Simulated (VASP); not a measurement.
# SiC in VASP: single point with PBE+D3(BJ)

Aim: the single point of SiC with PBE+D3(BJ).

Program: VASP 6.6.1. These are calculated values, not measurements. Logs are shortened: lines on timing, memory, paths and dates and some standing lists are left out, and cuts for length are marked.

### 1 The cell of the first run

The cell holds a slab with vacuum, 40 atoms: a = 6.150 Å, b = 8.697 Å, c = 27.459 Å, α = 90.00°, β = 90.00°, γ = 90.00°.

### 2 Single point, PBE+D3(BJ)

Input file INCAR:

```
SYSTEM = SiC
PREC = Accurate ; ENCUT = 520
EDIFF = 1E-6 ; ISMEAR = 0
SIGMA = 0.05 ; LREAL = Auto
LASPH = .True. ; NELM = 120
ALGO = Normal ; ISIF = 2
LWAVE = .False. ; LCHARG = .False.
LDIPOL = .True. ; IDIPOL = 3
DIPOL = 0.5 0.5 0.403 ; GGA = PE
IVDW = 12 ; NBANDS = 106
GGA_COMPAT = .False. ; NELMDL = -8
```

Input file KPOINTS:

```
regular mesh
0
Gamma
  3 2 1
  0 0 0
```

Input file POSCAR:

```
SiC
1.0
    6.1499993395      0.0000000000      0.0000000000
    0.0000000000      8.6974124746      0.0000000000
    0.0000000000      0.0000000000     27.4590993395
Si C
20 20
Direct
    0.2500000000      0.7500000000      0.2913424035
    0.2500000000      0.2500000000      0.2913424035
    0.7500000000      0.7500000000      0.2913424035
    0.7500000000      0.2500000000      0.2913424035
    0.5000000000      0.5000000000      0.3473347657
    0.5000000000      0.0000000000      0.3473347657
    0.0000000000      0.5000000000      0.3473347657
    0.0000000000      0.0000000000      0.3473347657
    0.7500070928      0.2462653079      0.4027976498
    0.7498841656      0.7452704067      0.4025403570
    0.2500167705      0.2472744030      0.4034124576
    0.2499648401      0.7453583560      0.4025587402
   -0.0001279534     -0.0007292570      0.4610843198
    0.0004952017      0.4975783153      0.4615028912
    0.5001009303     -0.0016336488      0.4610770925
    0.4992253663      0.4976651507      0.4618910609
    0.2504935181      0.7253642839      0.5059270211
    0.2489005162      0.2296352109      0.5111587107
    0.7499163179      0.7255427322      0.5058275244
    0.7493741836      0.2184191866      0.5062941201
    0.5000000000      0.1250000000      0.2913424035
    0.5000000000      0.6250000000      0.2913424035
    0.0000000000      0.1250000000      0.2913424035
    0.0000000000      0.6250000000      0.2913424035
    0.7500000000      0.8750000000      0.3473347657
    0.7500000000      0.3750000000      0.3473347657
    0.2500000000      0.8750000000      0.3473347657
    0.2500000000      0.3750000000      0.3473347657
   -0.0001442723      0.6212320638      0.4040440781
    0.0003298055      0.1227465291      0.4037700257
    0.4999269585      0.6211028272      0.4041500022
    0.4997804657      0.1226517070      0.4039099086
    0.2497454579      0.3744155335      0.4606291630
    0.2497050176      0.8763205947      0.4590601142
    0.7497752245      0.3750342044      0.4603060095
    0.7503224909      0.8760814163      0.4588337785
    0.4986980424      0.1215012488      0.5160331301
    0.5004646604      0.6276274561      0.5164047051
   -0.0002695761      0.1223169527      0.5160422831
    0.0000066920      0.6272967243      0.5161381241
```

Potentials or basis: VASP PAW PBE potentials, release 64 (Si, C).

Started as:

```console
> cat potpaw_PBE.64/Si/POTCAR potpaw_PBE.64/C/POTCAR > POTCAR
> mpirun -np 1 vasp_std > vasp.out
```

OUTCAR:

```text
SYSTEM = SiC
   PREC = Accurate
   ENCUT = 520
   EDIFF = 1E-6
   ISMEAR = 0
   LREAL = Auto
   LASPH = .True.
   NELM = 120
   ISIF = 2
   GGA = PE
   IVDW = 12
   NELMDL = -8
 IVDW          = 12

 ion  position               nearest neighbor table
   1  0.250  0.750  0.291-  22 1.88  24 1.88  27 1.88  12 3.05   3 3.07   3 3.07   6 3.07   7 3.07
                             8 3.07   5 3.07
   2  0.250  0.250  0.291-  21 1.88  23 1.88  28 1.88   4 3.07   4 3.07   5 3.07   6 3.07   7 3.07
                             8 3.07  11 3.08
   3  0.750  0.750  0.291-  22 1.88  24 1.88  25 1.88  10 3.05   1 3.07   1 3.07   6 3.07   7 3.07
                             8 3.07   5 3.07
   4  0.750  0.250  0.291-  21 1.88  23 1.88  26 1.88   9 3.06   2 3.07   2 3.07   6 3.07   7 3.07
                             8 3.07   5 3.07
   5  0.500  0.500  0.347-  31 1.88  28 1.88  26 1.88  22 1.88  10 3.03  12 3.04   7 3.07   7 3.07
                             1 3.07   2 3.07   3 3.07   4 3.07   9 3.09  11 3.09  16 3.15
   6  0.500  0.000  0.347-  25 1.88  27 1.88  21 1.88  32 1.88   9 3.04  11 3.06   8 3.07   8 3.07
                             1 3.07   2 3.07   3 3.07   4 3.07  10 3.09  12 3.09  15 3.12
   7  0.000  0.500  0.347-  29 1.88  28 1.88  26 1.88  24 1.88  10 3.04  12 3.04   5 3.07   5 3.07
                             1 3.07   2 3.07   3 3.07   4 3.07   9 3.09  11 3.09  14 3.14
   8  0.000  0.000  0.347-  30 1.88  27 1.88  25 1.88  23 1.88   9 3.04  11 3.06   6 3.07   6 3.07
                             1 3.07   2 3.07   3 3.07   4 3.07  12 3.09  10 3.09  13 3.12
   9  0.750  0.246  0.403-  30 1.88  32 1.88  26 1.89  35 1.94  20 2.85   8 3.04   6 3.04   4 3.06
[... 29 lines left out ...]
  27  0.250  0.875  0.347-   6 1.88   8 1.88   1 1.88  12 1.89
  28  0.250  0.375  0.347-   5 1.88   7 1.88   2 1.88  11 1.90
  29  1.000  0.621  0.404-  10 1.88  12 1.88   7 1.88  14 1.91
  30  0.000  0.123  0.404-   9 1.88  11 1.88   8 1.88  13 1.91
  31  0.500  0.621  0.404-  10 1.88  12 1.88   5 1.88  16 1.91
  32  0.500  0.123  0.404-   9 1.88  11 1.88   6 1.88  15 1.91
  33  0.250  0.374  0.461-  14 1.87  16 1.87  18 1.87  11 1.92
  34  0.250  0.876  0.459-  17 1.84  15 1.87  13 1.87  12 1.92
  35  0.750  0.375  0.460-  20 1.86  16 1.87  14 1.87   9 1.94
  36  0.750  0.876  0.459-  19 1.84  15 1.87  13 1.87  10 1.92
  37  0.499  0.122  0.516-  20 1.78  18 1.81  15 1.85
  38  0.500  0.628  0.516-  19 1.78  17 1.78  16 1.88
  39  1.000  0.122  0.516-  20 1.77  18 1.80  13 1.85
  40  0.000  0.627  0.516-  19 1.78  17 1.78  14 1.88

  LATTYP: Found a simple orthorhombic cell.
 ALAT       =     6.1499993395
 B/A-ratio  =     1.4142135624
 C/A-ratio  =     4.4648946811

  Lattice vectors:

 A1 = (   6.1499993395,   0.0000000000,   0.0000000000)
 A2 = (   0.0000000000,   8.6974124746,   0.0000000000)
 A3 = (   0.0000000000,   0.0000000000,  27.4590993395)

Analysis of symmetry for initial positions (statically):
=====================================================================
 Subroutine PRICEL returns:
 Original cell was already a primitive cell.

 Routine SETGRP: Setting up the symmetry group for a
 simple orthorhombic supercell.

 Subroutine GETGRP returns: Found  1 space group operations
 (whereof  1 operations were pure point group operations)
 out of a pool of  8 trial point group operations.

The static configuration has the point symmetry C_1 .

Analysis of symmetry for dynamics (positions and initial velocities):
=====================================================================
 Subroutine PRICEL returns:
 Original cell was already a primitive cell.

 Routine SETGRP: Setting up the symmetry group for a
 simple orthorhombic supercell.

 Subroutine GETGRP returns: Found  1 space group operations
 (whereof  1 operations were pure point group operations)
 out of a pool of  8 trial point group operations.

The dynamic configuration has the point symmetry C_1 .

 Subroutine INISYM returns: Found  1 space group operations
 (whereof  1 operations are pure point group operations),
 and found     1 'primitive' translations

----------------------------------------------------------------------------------------

                                     Primitive cell

  volume of cell :    1468.7620

  direct lattice vectors                    reciprocal lattice vectors
     6.149999339  0.000000000  0.000000000     0.162601643  0.000000000  0.000000000
     0.000000000  8.697412475  0.000000000     0.000000000  0.114976725  0.000000000
     0.000000000  0.000000000 27.459099339     0.000000000  0.000000000  0.036417800

  length of vectors
     6.149999339  8.697412475 27.459099339     0.162601643  0.114976725  0.036417800
[... 98 lines left out ...]
     0.000000000  0.057488362  0.000000000     0.000000000  0.500000000  0.000000000
     0.000000000  0.000000000  0.036417800     0.000000000  0.000000000  1.000000000

  Length of vectors
     0.054200548  0.057488362  0.036417800

  Shift w.r.t. Gamma in fractional coordinates (k-lattice)
     0.000000000  0.000000000  0.000000000

 Subroutine IBZKPT returns following result:
 ===========================================

 Found      4 irreducible k-points:

 Following reciprocal coordinates:
            Coordinates               Weight
  0.000000  0.000000  0.000000      1.000000
  0.333333  0.000000  0.000000      2.000000
  0.000000  0.500000  0.000000      1.000000
  0.333333  0.500000  0.000000      2.000000
   k-points           NKPTS =      4   k-points in BZ     NKDIM =      4   number of bands    NBANDS=    106
   number of dos      NEDOS =    301   number of ions     NIONS =     40
   total plane-waves  NPLWV = 705600
   dimension x,y,z NGX =    48 NGY =   70 NGZ =  210
   dimension x,y,z NGXF=    96 NGYF=  140 NGZF=  420
   ions per type =              20  20
   NGX,Y,Z   is equivalent  to a cutoff of  12.98, 13.38, 12.71 a.u.
   NGXF,Y,Z  is equivalent  to a cutoff of  25.95, 26.76, 25.43 a.u.
 SYSTEM =  SiC
   PREC   = accura    normal or accurate (medium, high low for compatibility)
   ISTART =      0    job   : 0-new  1-cont  2-samecut
   ICHARG =      2    charge: 1-file 2-atom 10-const
   ISPIN  =      1    spin polarized calculation?
   LNONCOLLINEAR =      F non collinear calculations
   LSORBIT =      F    spin-orbit coupling
   LASPH  =      T    aspherical Exc in radial PAW
   ENCUT  =  520.0 eV  38.22 Ry    6.18 a.u.  11.43 16.17 51.06*2*pi/ulx,y,z
   NELM   =    120;   NELMIN=  2; NELMDL= -8     # of ELM steps
   EDIFF  = 0.1E-05   stopping-criterion for ELM
   LREAL  =      T    real-space projection
   EDIFFG = 0.1E-04   stopping-criterion for IOM
   NSW    =      0    number of steps for IOM
   IBRION =     -1    ionic relax: 0-MD 1-quasi-New 2-CG
   NFREE  =      0    steps in history (QN), initial steepest desc. (CG)
   ISIF   =      2    stress and relaxation
   ISYM   =      2    0-nonsym 1-usesym 2-fastsym
   POTIM  = 0.5000    time-step for ionic-motion
   TEBEG  =    0.0;   TEEND  =   0.0 temperature during run
   PSTRESS=    0.0 pullay stress
   NELECT =     160.0000    total number of electrons
   NUPDOWN=      -1.0000    fix difference up-down
   EMIN   =  10.00;   EMAX   =-10.00  energy-range for DOS
   EFERMI =   0.00;   METHOD = LEGACY
   ISMEAR =     0;   SIGMA  =   0.05  broadening in eV -4-tet -1-fermi 0-gaus
   EFERMI_NEDOS =   21; number of points for ismear=-14 and -15
   IALGO  =     38    algorithm
   IMIX   =      4    mixing-type and parameters
     AMIX     =   0.40;   BMIX     =  1.00
     AMIX_MAG =   1.60;   BMIX_MAG =  1.00
  volume/ion in A,a.u.               =      36.72       247.79
  Fermi-wavevector in a.u.,A,eV,Ry     =   0.781864  1.477508  8.317388  0.611311
  Thomas-Fermi vector in A             =   1.885469
   LORBIT       =      0    0 simple, 1 ext, 2 COOP (PROOUT), +10 PAW based schemes
   GGA     = PE    functional components
   LHFCALC =     F    Hartree Fock is set to
   AEXX    =    0.0000 exact exchange contribution
   IVDW    =    12    specifies the selected vdW correction
   LEPSILON=     F    determine dielectric tensor
   LRPA    =     F    only Hartree local field effects (RPA)
 non-spin polarized calculation
 Gauss-broadening in eV      SIGMA  =   0.05
  energy-cutoff  :      520.00
  volume of cell :     1468.76
 maximum number of plane-waves:     39688
 NGX is ok and might be reduce to    48
   NGX = 23   NGY = 33   NGZ =103

 number of electron     159.9999992 magnetization

 dipolmoment           0.000000      0.000000      0.054766 electrons x Angstroem

 Free energy of the ion-electron system (eV)
  ---------------------------------------------------
  ext. energy  EPLUGINS =         0.00000000
  ---------------------------------------------------
  free energy    TOTEN  =      -278.60369402 eV

  energy without entropy =     -278.58530986  energy(sigma->0) =     -278.59450194

 E-fermi :  -1.1517     XC(G=0):  -3.8754

 val. band max:       -1.1558873134   @ k =   0.0000   0.0000   0.0000
 cond. band min:      -1.1219611560   @ k =   0.0000   0.0000   0.0000
 fundamental gap:      0.0339261574
 Fermi energy:        -1.1517318256

 k-point     1 :       0.0000    0.0000    0.0000
  band No.  band energies     occupation
      1     -17.0542      2.00000
      2     -15.8145      2.00000
      3     -15.5707      2.00000
      4     -15.4008      2.00000
      5     -14.5454      2.00000
      6     -14.3082      2.00000
[... 369 lines left out ...]
     91       2.3385      0.00000
     92       2.3775      0.00000
 [bands above 92 left out]

------------------------ aborting loop because EDIFF is reached ----------------------------------------

 vacuum level on the upper side and lower side of the slab       (xc-potential included)        -0.040        -0.220

 Edisp (eV)   -9.22941

 E8    (eV) :    -3.5952

  FORCE on cell =-STRESS in cart. coord.  units (eV):
  Direction    XX          YY          ZZ          XY          YZ          ZX
  --------------------------------------------------------------------------------------
  -------------------------------------------------------------------------------------
  Total      -2.05948   -12.89217    -7.51264     0.01639     6.03762     0.06691
  in kB      -2.24656   -14.06323    -8.19506     0.01788     6.58604     0.07299
  external pressure =       -8.17 kB  Pullay stress =        0.00 kB

 VOLUME and BASIS-vectors are now :
 -----------------------------------------------------------------------------
  energy-cutoff  :      520.00
  volume of cell :     1468.76
      direct lattice vectors                 reciprocal lattice vectors
     6.149999339  0.000000000  0.000000000     0.162601643  0.000000000  0.000000000
     0.000000000  8.697412475  0.000000000     0.000000000  0.114976725  0.000000000
     0.000000000  0.000000000 27.459099339     0.000000000  0.000000000  0.036417800

 POSITION                                       TOTAL-FORCE (eV/Angst)
 -----------------------------------------------------------------------------------
      1.53750      6.52306      8.00000        -0.002143     -2.845347      1.621995
      1.53750      2.17435      8.00000        -0.000130     -2.844574      1.655944
      4.61250      6.52306      8.00000         0.001275     -2.846637      1.616965
      4.61250      2.17435      8.00000         0.001018     -2.857208      1.631996
      3.07500      4.34871      9.53750        -0.007696      0.260579     -0.772614
      3.07500      0.00000      9.53750        -0.023008      0.367194     -0.749437
[... 32 lines left out ...]
      6.14834      1.06384     14.17006         0.272240      0.352738      0.235379
      0.00004      5.45586     14.17269         0.041867     -0.071399     -0.209721
 -----------------------------------------------------------------------------------
    total drift:                               -0.012093     -0.032936     -0.005890

  FREE ENERGIE OF THE ION-ELECTRON SYSTEM (eV)
  ---------------------------------------------------
  free  energy   TOTEN  =      -287.8331056302 eV

  energy  without entropy=     -287.8147214679  energy(sigma->0) =     -287.82391355

 vacuum level on the upper side and lower side of the slab         3.899         3.716
```

It took 36 min on 1 thread of Intel Xeon Platinum 8488C (Sapphire Rapids), shared host; peak memory 1.5 GiB.

Results:

```
Free energy                : -287.8331 eV
Largest force              : 3.291 eV/Å
Dispersion energy per atom : -0.231 eV
```

Forces in eV/Å, atoms in the order of the input:
```
Si  -0.002 -2.845  1.622
Si   0.000 -2.845  1.656
Si   0.001 -2.847  1.617
Si   0.001 -2.857  1.632
Si  -0.008  0.261 -0.773
Si  -0.023  0.367 -0.749
Si   0.003  0.255 -0.804
Si   0.027  0.348 -0.779
Si  -0.021  0.019  0.039
Si   0.003 -0.006  0.006
Si   0.023 -0.221 -0.049
Si  -0.004  0.021  0.064
Si   0.266 -0.108 -0.048
Si  -0.109  0.195  0.298
Si  -0.281 -0.004 -0.046
Si   0.104  0.174  0.151
Si  -0.095 -0.173  0.207
Si   0.115 -0.990 -1.071
Si   0.094 -0.209  0.253
Si  -0.077  0.324  0.124
C    0.006  1.820 -0.536
C    0.003  1.834 -0.533
C   -0.006  1.820 -0.538
C    0.000  1.836 -0.538
C   -0.003  0.698 -0.354
C    0.000  0.760 -0.340
C   -0.001  0.692 -0.349
C    0.004  0.739 -0.185
C    0.021 -0.012 -0.098
C   -0.012  0.030  0.043
C   -0.021 -0.010 -0.076
C    0.012  0.006 -0.032
C    0.015  0.176  0.206
C    0.017  0.035 -0.075
C   -0.003 -0.075 -0.042
C   -0.025  0.155  0.061
C   -0.278  0.482  0.225
C   -0.056 -0.126 -0.214
C    0.272  0.353  0.235
C    0.042 -0.071 -0.210
```

Levels at points of the mesh, in eV from the Fermi level:
| k point | band 77 | band 78 | band 79 | band 80 | band 81 | band 82 | band 83 | band 84 |
| --- | --- | --- | --- | --- | --- | --- | --- | --- |
| (0.00, 0.00, 0.00) | -0.53 | -0.52 | -0.17 | -0.01 | 0.00 | 0.03 | 0.31 | 0.59 |
| (0.00, 0.50, 0.00) | -0.43 | -0.42 | -0.04 | -0.03 | 0.17 | 0.21 | 0.65 | 0.82 |

Caveat: the k points lie up to 0.36 Å⁻¹ apart.
